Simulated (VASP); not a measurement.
GaP: single point with PBE

System: GaP, a slab with vacuum.

```
CELL_PARAMETERS angstrom
3.89267 0.00000 0.00000
-1.94634 3.37116 0.00000
0.00000 0.00000 25.32966
ATOMIC_POSITIONS crystal
P 0.00000 0.00000 0.29610
P 0.33333 0.66667 0.42158
P 0.66667 0.33333 0.54705
P 0.00000 0.00000 0.67253
Ga 0.33333 0.66667 0.32747
Ga 0.66667 0.33333 0.45295
Ga 0.00000 0.00000 0.57842
Ga 0.33333 0.66667 0.70390
```

```json
{"Program": "VASP 6.6.1", "Task": "single point", "Functional": "PBE", "Potentials or basis": "VASP PAW PBE potentials, release 64 (P, Ga_d)", "Cutoff": "520 eV", "k mesh": "1 × 1 × 1", "Occupations": "gaussian, width 0.05 eV", "Spin": "no spin polarisation"}
```

| Item | Value |
| --- | --- |
| Largest force | 1.626 eV/Å |

Forces on the atoms (eV/Å):
```
P    0.000  0.000 -0.415
P    0.000  0.000 -0.180
P    0.000  0.000 -0.469
P    0.000  0.000 -0.197
Ga   0.000  0.000 -0.922
Ga   0.000  0.000  0.280
Ga   0.000  0.000  0.276
Ga   0.000  0.000  1.626
```

Levels at points of the mesh, in eV from the Fermi level:
```tsv
k point	band 33	band 34	band 35	band 36	band 37	band 38	band 39	band 40
(0.00, 0.00, 0.00)	-1.16	-1.09	-0.08	-0.08	0.07	0.28	0.75	1.22
```

Wall time 2.4 min on 1 thread of Intel Xeon 8259CL, on a shared host, peak memory 0.38 GiB.

Caveat: the k points lie up to 1.86 Å⁻¹ apart, too coarse for converged energies, forces and pressures.
